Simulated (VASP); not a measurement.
# Be (Pm-3m) in VASP: notebook

Runs on Be. Level: PBEsol. Tasks: single point.

Everything below comes from runs of VASP 6.6.1. Logs are shortened: lines on timing, memory, paths and dates and some standing lists are left out, and cuts for length are marked.

## Step 1: The cell of the first run

It takes space group Pm-3m (No. 221, cubic). Conventional cell: a = 2.030 Å, b = 2.030 Å, c = 2.030 Å, α = 90.00°, β = 90.00°, γ = 90.00°. Within 2.7 Å of Be (site symmetry m-3m) lie 6 Be at 2.03 Å.

This isn't the form of Be at room conditions, which is hcp.

## Step 2: Single point, PBEsol

The input, INCAR:

```
SYSTEM = Be
ALGO     = Normal         ! electronic algorithm
EDIFF    = 1E-6           ! SCF threshold, eV
ENCUT    = 520            ! plane-wave cutoff, eV
GGA      = PS             ! functional
ISIF     = 2              ! what is computed and relaxed
ISMEAR   = 1              ! smearing method
LASPH    = .TRUE.         ! aspherical terms in the spheres
LCHARG   = .FALSE.        ! write CHGCAR
LREAL    = .FALSE.        ! projectors in reciprocal space
LWAVE    = .FALSE.        ! write WAVECAR
NBANDS   = 7              ! bands
NELM     = 80             ! most SCF steps
PREC     = Accurate       ! precision mode
SIGMA    = 0.05           ! smearing width, eV
```

The input, KPOINTS:

```
k-points
0
G
  10 10 10
  0 0 0
```

The input, POSCAR:

```
Be
1.0
    2.0302226362      0.0000000000      0.0000000000
    0.0000000000      2.0302226362      0.0000000000
    0.0000000000      0.0000000000      2.0302226362
Be
1
Direct
    0.0000000000      0.0000000000      0.0000000000
```

Potentials or basis: VASP PAW PBE potentials, release 64 (Be).

Launch:

```bash
> cat potpaw_PBE.64/Be/POTCAR > POTCAR
> mpirun -np 1 vasp_std > vasp.out
```

OUTCAR:

```text
SYSTEM = Be
   EDIFF = 1E-6
   ENCUT = 520
   GGA = PS
   ISIF = 2
   ISMEAR = 1
   LASPH = .TRUE.
   LREAL = .FALSE.
   NELM = 80
   PREC = Accurate

 ion  position               nearest neighbor table
   1  0.000  0.000  0.000-

  LATTYP: Found a simple cubic cell.
 ALAT       =     2.0302226362

  Lattice vectors:

 A1 = (   2.0302226362,   0.0000000000,   0.0000000000)
 A2 = (   0.0000000000,   2.0302226362,   0.0000000000)
 A3 = (   0.0000000000,   0.0000000000,   2.0302226362)

Analysis of symmetry for initial positions (statically):
=====================================================================
 Subroutine PRICEL returns:
 Original cell was already a primitive cell.

 Routine SETGRP: Setting up the symmetry group for a
 simple cubic supercell.

 Subroutine GETGRP returns: Found 48 space group operations
 (whereof 48 operations were pure point group operations)
 out of a pool of 48 trial point group operations.

The static configuration has the point symmetry O_h .

Analysis of symmetry for dynamics (positions and initial velocities):
=====================================================================
 Subroutine PRICEL returns:
 Original cell was already a primitive cell.

 Routine SETGRP: Setting up the symmetry group for a
 simple cubic supercell.

 Subroutine GETGRP returns: Found 48 space group operations
 (whereof 48 operations were pure point group operations)
 out of a pool of 48 trial point group operations.

The dynamic configuration has the point symmetry O_h .

 Subroutine INISYM returns: Found 48 space group operations
 (whereof 48 operations are pure point group operations),
 and found     1 'primitive' translations

----------------------------------------------------------------------------------------

                                     Primitive cell

  volume of cell :       8.3682

  direct lattice vectors                    reciprocal lattice vectors
     2.030222636  0.000000000  0.000000000     0.492556817  0.000000000  0.000000000
     0.000000000  2.030222636  0.000000000     0.000000000  0.492556817  0.000000000
     0.000000000  0.000000000  2.030222636     0.000000000  0.000000000  0.492556817

  length of vectors
     2.030222636  2.030222636  2.030222636     0.492556817  0.492556817  0.492556817

  position of ions in fractional coordinates (direct lattice)
[... 76 lines left out ...]
   NELM   =     80;   NELMIN=  2; NELMDL= -5     # of ELM steps
   EDIFF  = 0.1E-05   stopping-criterion for ELM
   LREAL  =      F    real-space projection
   EDIFFG = 0.1E-04   stopping-criterion for IOM
   NSW    =      0    number of steps for IOM
   IBRION =     -1    ionic relax: 0-MD 1-quasi-New 2-CG
   NFREE  =      0    steps in history (QN), initial steepest desc. (CG)
   ISIF   =      2    stress and relaxation
   ISYM   =      2    0-nonsym 1-usesym 2-fastsym
   POTIM  = 0.5000    time-step for ionic-motion
   TEBEG  =    0.0;   TEEND  =   0.0 temperature during run
   PSTRESS=    0.0 pullay stress
   NELECT =       2.0000    total number of electrons
   NUPDOWN=      -1.0000    fix difference up-down
   EMIN   =  10.00;   EMAX   =-10.00  energy-range for DOS
   EFERMI =   0.00;   METHOD = LEGACY
   ISMEAR =     1;   SIGMA  =   0.05  broadening in eV -4-tet -1-fermi 0-gaus
   EFERMI_NEDOS =   21; number of points for ismear=-14 and -15
   IALGO  =     38    algorithm
   IMIX   =      4    mixing-type and parameters
     AMIX     =   0.40;   BMIX     =  1.00
     AMIX_MAG =   1.60;   BMIX_MAG =  1.00
  volume/ion in A,a.u.               =       8.37        56.47
  Fermi-wavevector in a.u.,A,eV,Ry     =   1.015955  1.919877 14.043453  1.032165
  Thomas-Fermi vector in A             =   2.149271
   LORBIT       =      0    0 simple, 1 ext, 2 COOP (PROOUT), +10 PAW based schemes
   GGA     = PS    functional components
   LHFCALC =     F    Hartree Fock is set to
   AEXX    =    0.0000 exact exchange contribution
   IVDW    =     0    specifies the selected vdW correction
   LEPSILON=     F    determine dielectric tensor
   LRPA    =     F    only Hartree local field effects (RPA)
 non-spin polarized calculation
 Methfessel and Paxton  Order N= 1 SIGMA  =   0.05
  energy-cutoff  :      520.00
  volume of cell :        8.37
 maximum number of plane-waves:       251
 NGX is ok and might be reduce to    16
   NGX =  7   NGY =  7   NGZ =  7

 number of electron       2.0000000 magnetization

 Free energy of the ion-electron system (eV)
  ---------------------------------------------------
  ext. energy  EPLUGINS =         0.00000000
  ---------------------------------------------------
  free energy    TOTEN  =        -2.87276032 eV

  energy without entropy =       -2.87287366  energy(sigma->0) =       -2.87279810

 E-fermi :   6.7277     XC(G=0): -10.4133

 val. band max:        6.6567682064   @ k =   0.4000   0.0000   0.0000
 cond. band min:       6.7402009979   @ k =   0.5000   0.4000   0.0000
 fundamental gap:      0.0834327915
 Fermi energy:         6.7276725085

 k-point     1 :       0.0000    0.0000    0.0000
  band No.  band energies     occupation
      1      -4.4521      2.00000
      2      22.0608      0.00000
      3      22.0608      0.00000
      4      22.0608      0.00000
      5      28.0056      0.00000
      6      28.0056      0.00000
      7      39.0376      0.00000
[... 221 lines left out ...]
 k-point    24 :       0.3000    0.1000    0.1000
  band No.  band energies     occupation
      1      -1.5087      2.00000
      2      10.3494      0.00000
      3      20.7042      0.00000
      4      24.1941      0.00000
      5      33.5384      0.00000
      6      35.5386      0.00000
      7      38.9821      0.00000

 [... further k-points ...]

------------------------ aborting loop because EDIFF is reached ----------------------------------------

  FORCE on cell =-STRESS in cart. coord.  units (eV):
  Direction    XX          YY          ZZ          XY          YZ          ZX
  --------------------------------------------------------------------------------------
  -------------------------------------------------------------------------------------
  Total        1.0636189      1.0636189      1.0636189      0.0000000      0.0000000     -0.0000000
  in kB      203.6411896    203.6411896    203.6411896      0.0000000      0.0000000     -0.0000000
  external PRESSURE =     203.6411896 kB  Pullay stress =       0.0000000 kB

 VOLUME and BASIS-vectors are now :
 -----------------------------------------------------------------------------
  energy-cutoff  :      520.00
  volume of cell :        8.37
      direct lattice vectors                 reciprocal lattice vectors
     2.030222636  0.000000000  0.000000000     0.492556817  0.000000000  0.000000000
     0.000000000  2.030222636  0.000000000     0.000000000  0.492556817  0.000000000
     0.000000000  0.000000000  2.030222636     0.000000000  0.000000000  0.492556817

 POSITION                                       TOTAL-FORCE (eV/Angst)
 -----------------------------------------------------------------------------------
      0.00000      0.00000      0.00000         0.000000      0.000000      0.000000
 -----------------------------------------------------------------------------------
    total drift:                               -0.000000     -0.000000     -0.000000

  FREE ENERGIE OF THE ION-ELECTRON SYSTEM (eV)
  ---------------------------------------------------
  free  energy   TOTEN  =        -2.8727603171 eV

  energy  without entropy=       -2.8728736596  energy(sigma->0) =       -2.87279810
```

OSZICAR:

```text
N       E                     dE             d eps       ncg     rms          rms(c)
DAV:   1    -0.182744884288E+01   -0.18274E+01   -0.11483E+03   833   0.233E+02
DAV:   2    -0.288381036087E+01   -0.10564E+01   -0.10242E+01  1029   0.229E+01
DAV:   3    -0.288603450273E+01   -0.22241E-02   -0.22243E-02   938   0.954E-01
DAV:   4    -0.288603473619E+01   -0.23346E-06   -0.23318E-06  1141   0.104E-02
DAV:   5    -0.288603473601E+01    0.17845E-09   -0.30504E-10   889   0.727E-05    0.711E-01
DAV:   6    -0.287642056235E+01    0.96142E-02   -0.12705E-03   854   0.364E-01    0.435E-01
DAV:   7    -0.287275866159E+01    0.36619E-02   -0.13727E-03   819   0.376E-01    0.175E-02
DAV:   8    -0.287276035730E+01   -0.16957E-05   -0.10175E-06   973   0.691E-03    0.346E-03
DAV:   9    -0.287276031714E+01    0.40161E-07   -0.49964E-07   847   0.431E-03
   1 F= -.28727603E+01 E0= -.28727981E+01  d E =0.113342E-03
```

stdout:

```text
POSCAR found type information on POSCAR Be
 POSCAR found :  1 types and       1 ions
 scaLAPACK will be used
 -----------------------------------------------------------------------------
|                                                                             |
|                                                                             |
|     You enforced a specific xc type in the INCAR file but a different       |
|     I HOPE YOU KNOW WHAT YOU ARE DOING!                                     |
|                                                                             |
 -----------------------------------------------------------------------------

 LDA part: xc-table for (Slater+PW92), standard interpolation
 POSCAR, INCAR and KPOINTS ok, starting setup
 FFT: planning ... GRIDC
 FFT: planning ... GRID_SOFT
 FFT: planning ... GRID
 WAVECAR not read
 entering main loop
```

Wall time 2.1 s (1 thread of Intel Xeon Platinum 8488C (Sapphire Rapids), shared host); peak memory 0.11 GiB.

Results:

```yaml
Free_energy: -2.8728 eV
Pressure: 20.4 GPa
Band_gap_on_the_k_mesh: zero (bands 1 and 2 overlap by 7.66 eV)
```

Levels at points of the mesh, in eV from the Fermi level:
```tsv
k point	band 1	band 2	band 3	band 4	band 5	band 6
(0.00, 0.00, 0.00)	-11.18	15.33	15.33	15.33	21.28	21.28
(0.50, 0.00, 0.00)	-6.00	-1.79	19.78	19.78	27.81	28.09
(0.50, 0.50, 0.00)	0.29	0.29	6.66	8.93	23.46	36.62
(0.50, 0.50, 0.50)	5.87	5.87	5.87	14.28	14.28	14.28
```

Caveat: the cell stands under pressure; the PAW data sets were made with another functional, which shifts forces and pressure a little.

## Step 3: Single point, PBEsol

This run uses another cell than the first one, of 7.42 Å³/atom.

The input, INCAR:

```
PREC = Accurate ; ENCUT = 520
EDIFF = 1E-6 ; ISMEAR = 1
SIGMA = 0.05 ; LREAL = False
LASPH = True ; NELM = 100
ALGO = Normal ; ISIF = 2
LWAVE = False ; LCHARG = False
GGA = PS ; NBANDS = 7
```

The input, KPOINTS:

```
Automatic mesh
0
Gamma
  10 10 10
```

The input, POSCAR:

```
Be
1.0
    1.9506785569      0.0000000000      0.0000000000
    0.0000000000      1.9506785569      0.0000000000
    0.0000000000      0.0000000000      1.9506785569
Be
1
Direct
    0.0000000000      0.0000000000      0.0000000000
```

Potentials or basis: VASP PAW PBE potentials, release 64 (Be).

Launch:

```bash
> cat potpaw_PBE.64/Be/POTCAR > POTCAR
> mpirun -np 1 vasp_std > vasp.out
```

OUTCAR:

```text
PREC = Accurate
   ENCUT = 520
   EDIFF = 1E-6
   ISMEAR = 1
   LREAL = False
   LASPH = True
   NELM = 100
   ISIF = 2
   GGA = PS

 ion  position               nearest neighbor table
   1  0.000  0.000  0.000-

  LATTYP: Found a simple cubic cell.
 ALAT       =     1.9506785569

  Lattice vectors:

 A1 = (   1.9506785569,   0.0000000000,   0.0000000000)
 A2 = (   0.0000000000,   1.9506785569,   0.0000000000)
 A3 = (   0.0000000000,   0.0000000000,   1.9506785569)

[... 418 lines left out ...]
      7      42.5391      0.00000

 [... further k-points ...]

------------------------ aborting loop because EDIFF is reached ----------------------------------------

  FORCE on cell =-STRESS in cart. coord.  units (eV):
  Direction    XX          YY          ZZ          XY          YZ          ZX
  --------------------------------------------------------------------------------------
  -------------------------------------------------------------------------------------
  Total        1.8750430      1.8750430      1.8750430     -0.0000000      0.0000000     -0.0000000
  in kB      404.7293373    404.7293373    404.7293373     -0.0000000      0.0000000     -0.0000000
  external PRESSURE =     404.7293373 kB  Pullay stress =       0.0000000 kB

 VOLUME and BASIS-vectors are now :
 -----------------------------------------------------------------------------
  energy-cutoff  :      520.00
  volume of cell :        7.42
      direct lattice vectors                 reciprocal lattice vectors
     1.950678557  0.000000000  0.000000000     0.512642125  0.000000000  0.000000000
     0.000000000  1.950678557  0.000000000     0.000000000  0.512642125  0.000000000
     0.000000000  0.000000000  1.950678557     0.000000000  0.000000000  0.512642125

 POSITION                                       TOTAL-FORCE (eV/Angst)
 -----------------------------------------------------------------------------------
      0.00000      0.00000      0.00000         0.000000      0.000000      0.000000
 -----------------------------------------------------------------------------------
    total drift:                               -0.000000     -0.000000     -0.000000

  FREE ENERGIE OF THE ION-ELECTRON SYSTEM (eV)
  ---------------------------------------------------
  free  energy   TOTEN  =        -2.6979091507 eV

  energy  without entropy=       -2.6976974123  energy(sigma->0) =       -2.69783857
```

OSZICAR:

```text
N       E                     dE             d eps       ncg     rms          rms(c)
DAV:   1    -0.138448310427E+01   -0.13845E+01   -0.12944E+03   868   0.249E+02
DAV:   2    -0.271431869209E+01   -0.13298E+01   -0.12893E+01  1092   0.264E+01
DAV:   3    -0.271619704179E+01   -0.18783E-02   -0.18784E-02   882   0.912E-01
DAV:   4    -0.271619729652E+01   -0.25473E-06   -0.25374E-06  1120   0.110E-02
DAV:   5    -0.271619729543E+01    0.10887E-08   -0.17945E-10   917   0.583E-05    0.823E-01
DAV:   6    -0.270275847736E+01    0.13439E-01   -0.22922E-03   791   0.502E-01    0.506E-01
DAV:   7    -0.269790566456E+01    0.48528E-02   -0.22609E-03   805   0.495E-01    0.263E-02
DAV:   8    -0.269790960839E+01   -0.39438E-05   -0.18796E-06   903   0.990E-03    0.522E-03
DAV:   9    -0.269790915072E+01    0.45767E-06   -0.78080E-07   903   0.522E-03
   1 F= -.26979092E+01 E0= -.26978386E+01  d E =-.211738E-03
```

stdout:

```text
POSCAR found type information on POSCAR Be
 POSCAR found :  1 types and       1 ions
 scaLAPACK will be used
 -----------------------------------------------------------------------------
|                                                                             |
|                                                                             |
|     You enforced a specific xc type in the INCAR file but a different       |
|     I HOPE YOU KNOW WHAT YOU ARE DOING!                                     |
|                                                                             |
 -----------------------------------------------------------------------------

 LDA part: xc-table for (Slater+PW92), standard interpolation
 POSCAR, INCAR and KPOINTS ok, starting setup
 FFT: planning ... GRIDC
 FFT: planning ... GRID_SOFT
 FFT: planning ... GRID
 WAVECAR not read
 entering main loop
```

Run time: 1.8 s. Hardware: 1 thread of Intel Xeon Platinum 8488C (Sapphire Rapids), shared host; peak memory 0.11 GiB.

What came out:

```
Free energy            : -2.6979 eV
Pressure               : 40.5 GPa
Band gap on the k mesh : zero (bands 1 and 2 overlap by 7.95 eV)
```

Levels at points of the mesh, in eV from the Fermi level:
| k point | band 1 | band 2 | band 3 | band 4 | band 5 | band 6 |
| --- | --- | --- | --- | --- | --- | --- |
| (0.00, 0.00, 0.00) | -11.94 | 16.68 | 16.68 | 16.68 | 22.81 | 22.81 |
| (0.50, 0.00, 0.00) | -6.71 | -1.57 | 21.64 | 21.64 | 30.02 | 30.26 |
| (0.50, 0.50, 0.00) | 0.22 | 0.22 | 6.85 | 10.30 | 25.76 | 39.56 |
| (0.50, 0.50, 0.50) | 6.38 | 6.38 | 6.38 | 15.15 | 15.15 | 15.15 |

Caveat: the cell stands under pressure; the PAW data sets were made with another functional, which shifts forces and pressure a little.

## Step 4: Single point, PBEsol

This run uses another cell than the first one, of 6.79 Å³/atom.

The input, INCAR:

```
  PREC = Accurate
  ENCUT = 520
  EDIFF = 1E-6
  ISMEAR = 1
  SIGMA = 0.05
  LREAL = False
  LASPH = True
  NELM = 60
  ALGO = Normal
  ISIF = 2
  LWAVE = False
  LCHARG = True
  GGA = PS
  LELF = True
  LVHAR = True
  NBANDS = 7
```

The input, KPOINTS:

```
regular mesh
0
Gamma
  10 10 10
```

The input, POSCAR:

```
Be
1.0
    1.8938820602      0.0000000000      0.0000000000
    0.0000000000      1.8938820602      0.0000000000
    0.0000000000      0.0000000000      1.8938820602
Be
1
Direct
    0.0000000000      0.0000000000      0.0000000000
```

Launch:

```bash
> cat potpaw_PBE.64/Be/POTCAR > POTCAR
> mpirun -np 1 vasp_std > vasp.out
```

Wall time 2.1 s (1 thread of Intel Xeon Platinum 8488C (Sapphire Rapids), shared host); peak memory 0.1 GiB.

The run converged. Its results:

* Free energy: -2.5014 eV
* Pressure: 60.6 GPa
* Band gap on the k mesh: zero (bands 1 and 2 overlap by 8.16 eV)

Levels at points of the mesh, in eV from the Fermi level:
| k point | band 1 | band 2 | band 3 | band 4 | band 5 |
| --- | --- | --- | --- | --- | --- |
| (0.00, 0.00, 0.00) | -12.48 | 17.78 | 17.78 | 17.78 | 24.06 |
| (0.50, 0.00, 0.00) | -7.24 | -1.35 | 23.15 | 23.15 | 31.80 |
| (0.50, 0.50, 0.00) | 0.18 | 0.18 | 7.02 | 11.45 | 27.63 |
| (0.50, 0.50, 0.50) | 6.81 | 6.81 | 6.81 | 15.87 | 15.87 |

Caveat: the cell stands under pressure; the PAW data sets were made with another functional, which shifts forces and pressure a little.

## Step 5: Single point, PBEsol

This run uses another cell than the first one, of 10.14 Å³/atom.

The input, INCAR:

```
SYSTEM = Be
ALGO = Normal
EDIFF = 1E-6
ENCUT = 520
GGA = PS
ISIF = 2
ISMEAR = 1
LASPH = .True.
LCHARG = .True.
LELF = .True.
LREAL = .False.
LVHAR = .True.
LWAVE = .False.
NBANDS = 7
NELM = 60
PREC = Accurate
SIGMA = 0.05
```

The input, KPOINTS:

```
k-points
0
Gamma
  10 10 10
  0 0 0
```

The input, POSCAR:

```
Be
1.0
    2.1643229231      0.0000000000      0.0000000000
    0.0000000000      2.1643229231      0.0000000000
    0.0000000000      0.0000000000      2.1643229231
Be
1
Direct
    0.0000000000      0.0000000000      0.0000000000
```

Launch:

```bash
> cat potpaw_PBE.64/Be/POTCAR > POTCAR
> mpirun -np 1 vasp_std > vasp.out
```

It took 2.2 s on 1 thread of Intel Xeon Platinum 8488C (Sapphire Rapids), shared host; peak memory 0.11 GiB.

It converged, with:

```yaml
Free_energy: -2.9740 eV
Pressure: 0.2 GPa
Band_gap_on_the_k_mesh: zero (bands 1 and 2 overlap by 7.16 eV)
```

Levels at points of the mesh, in eV from the Fermi level:
```tsv
k point	band 1	band 2	band 3	band 4	band 5
(0.00, 0.00, 0.00)	-9.91	13.50	13.50	13.50	19.17
(0.50, 0.00, 0.00)	-4.89	-1.91	17.21	17.21	24.72
(0.50, 0.50, 0.00)	0.51	0.51	6.48	7.14	20.27
(0.50, 0.50, 0.50)	5.26	5.26	5.26	13.12	13.12
```

Caveat: the PAW data sets were made with another functional, which shifts forces and pressure a little.

## Step 6: Overview

| cell | gap on the mesh (eV) | pressure (GPa) |
| --- | --- | --- |
| a = 2.030 Å, 1 atom | none | 20.4 |
| a = 1.951 Å, 1 atom | none | 40.5 |
| a = 1.894 Å, 1 atom | none | 60.6 |
| a = 2.164 Å, 1 atom | none | 0.2 |

Alike in all rows: task single point; level PBEsol; potentials or basis VASP PAW PBE potentials, release 64 (Be); no spin polarisation; k mesh 10 × 10 × 10; cutoff (eV) 520; smearing methfessel-paxton 0.05 eV.

Caveats: the PAW data sets were made with another functional, which shifts forces and pressure a little; the cell stands under pressure (at least some runs).

Absolute energies hang on the potentials; compare differences alone.
